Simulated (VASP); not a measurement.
Set up this calculation in VASP 6.6.1, as the native input.

- Task: single point
- Functional: r2SCAN
- Potentials or basis: VASP PAW PBE potentials, release 64 (K_sv, Br)
- Cutoff: 520 eV
- k mesh: 6 × 6 × 6
- Occupations: gaussian, width 0.05 eV
- Spin: no spin polarisation
- Dipole correction: no
- Further INCAR settings: ALGO = Normal; EDIFF = 1e-06; NBANDS = 15

KBr:

```
K Br
1.0
     0.00000    3.29250    3.29250
     3.29250    0.00000    3.29250
     3.29250    3.29250    0.00000
K Br
1 1
Direct
  0.96583 0.96583 0.03417
  0.50000 0.50000 0.50000
```

This cell differs from its parent crystal: all K atoms moved +0.225 Å, as atom 1 towards its neighbour atom 2 (Br) at 3.292 Å.

The input as run:

POSCAR

```
KBr
1.0
    0.0000000000      3.2925000000      3.2925000000
    3.2925000000      0.0000000000      3.2925000000
    3.2925000000      3.2925000000      0.0000000000
K Br
1 1
Direct
   -0.0341685649     -0.0341685649      0.0341685649
    0.5000000000      0.5000000000      0.5000000000
```

INCAR.step1

```
PREC = Accurate ; ENCUT = 520
ISMEAR = 0 ; SIGMA = 0.05
LREAL = F ; LASPH = T
NELM = 80 ; NBANDS = 15
GGA = PE ; ALGO = Normal
EDIFF = 1E-4 ; LWAVE = T
LCHARG = F
```

INCAR.step2

```
PREC = Accurate ; ENCUT = 520
EDIFF = 1E-6 ; ISMEAR = 0
SIGMA = 0.05 ; LREAL = F
LASPH = T ; NELM = 80
ALGO = Normal ; ISIF = 2
LWAVE = F ; LCHARG = F
METAGGA = R2SCAN ; LMIXTAU = T
NBANDS = 15 ; ISTART = 1
```

KPOINTS

```
Automatic mesh
0
Gamma
  6 6 6
```

Potentials or basis: VASP PAW PBE potentials, release 64 (K_sv, Br).

Run with:

```sh
$ cat potpaw_PBE.64/K_sv/POTCAR potpaw_PBE.64/Br/POTCAR > POTCAR
$ cp INCAR.step1 INCAR
$ mpirun -np 1 vasp_std > vasp.out
$ cp INCAR.step2 INCAR
$ mpirun -np 1 vasp_std > vasp.out
```

Results of the run:

| Property | Result |
| --- | --- |
| Pressure | 0.5 GPa |
| Largest force | 0.358 eV/Å |
| Band gap on the k mesh | 5.11 eV |

Caveat: the cell differs from its parent crystal (all K atoms moved +0.225 Å, as atom 1 towards its neighbour atom 2 (Br) at 3.292 Å); the PAW data sets were made with another functional, which shifts forces and pressure a little.

Wall time 3.6 min on 1 thread of Intel(R) Xeon(R) Platinum 8375C CPU @ 2.90GHz (Ice Lake), with other jobs on the host, peak memory 0.21 GiB.
